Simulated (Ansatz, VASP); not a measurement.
# Two plane-wave programs on MnSb

```
Mn Sb
1.0
     0.00000    2.96855    2.96855
     2.96855    0.00000    2.96855
     2.96855    2.96855    0.00000
Mn Sb
1 1
Cartesian
  0.0000 0.0000 0.0000
  1.4843 1.4843 1.4843
```

Alike in both runs: task single point; functional PBEsol; k mesh 10 × 10 × 10; occupations gaussian, width 0.05 eV; collinear spin.

|  | VASP | Ansatz |
| --- | --- | --- |
| version | VASP 6.6.1 | Ansatz 0.2.0 |
| potentials or method | VASP PAW PBE potentials, release 64 (Mn_pv, Sb), cutoff 500 eV | scalar-relativistic, plane waves, PAW |
| valence electrons in the cell | 18 | 30 |

```tsv
	VASP	Ansatz	Ansatz less VASP
gap on the k mesh at the Fermi level (eV)	none	none	-
pressure (GPa)	2.7	2.7	+0.08
net moment per atom (μB)	1.86	1.87	+0.011
size of the moment on the site where the two differ most (μB)	3.61	3.56	-0.052
```

VASP's potentials were made for PBE, not for PBEsol. Site moments also hang on the region over which each program counts them. A gap of «none» marks a metal or a gap that the smearing closes. VASP's potentials hold 18 valence electrons a cell and Ansatz's 30, so a difference there can come from the potentials and not from the codes.

Spin-orbit coupling is off throughout.
